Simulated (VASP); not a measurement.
Here is a VASP 6.6.1 calculation.

File INCAR:

```
SYSTEM = SiNi
ALGO = Normal ; EDIFF = 1E-6
ENCUT = 690 ; GGA = PE
GGA_COMPAT = .FALSE. ; ISIF = 2
ISMEAR = -1 ; ISPIN = 2
LASPH = .TRUE. ; LCHARG = .FALSE.
LMAXMIX = 4 ; LORBIT = 11
LREAL = .FALSE. ; LWAVE = .FALSE.
MAGMOM = 1 1 0 0 ; NBANDS = 34
NELM = 200 ; NUPDOWN = 2.0
PREC = Accurate ; SIGMA = 0.05
```

The input KPOINTS:

```
k-points
0
G
  8 7 5
  0 0 0
```

POSCAR

```
SiNi
1.0
    2.9427706600      0.0000000000      0.0000000000
    0.0000000000      3.2803255400      0.0000000000
    0.0000000000      0.0000000000      4.6774467600
Ni Si
2 2
Direct
    0.5000000000      0.5000000000      0.3424955900
    0.0000000000      0.0000000000      0.6575044100
    0.5000000000      0.5000000000      0.8431431600
    0.0000000000      0.0000000000      0.1568568400
```

Potentials or basis: VASP PAW PBE potentials, release 64 (Ni_sv_GW, Si).

Command:

```sh
$ cat potpaw_PBE.64/Ni_sv_GW/POTCAR potpaw_PBE.64/Si/POTCAR > POTCAR
$ mpirun -np 1 vasp_std > vasp.out
```

**Question.** Predict the largest force.

**Answer.** 0.527 eV/Å.

**Question.** Estimate the pressure.

**Answer.** 13.8 GPa.

Stress tensor (GPa, compression positive):
```
11.67  0.00  0.00
 0.00 15.06  0.00
 0.00  0.00 14.80
```

Caveat: the cell stands under pressure; the total moment is fixed, so each spin has its own Fermi level and the state may be an excited one.
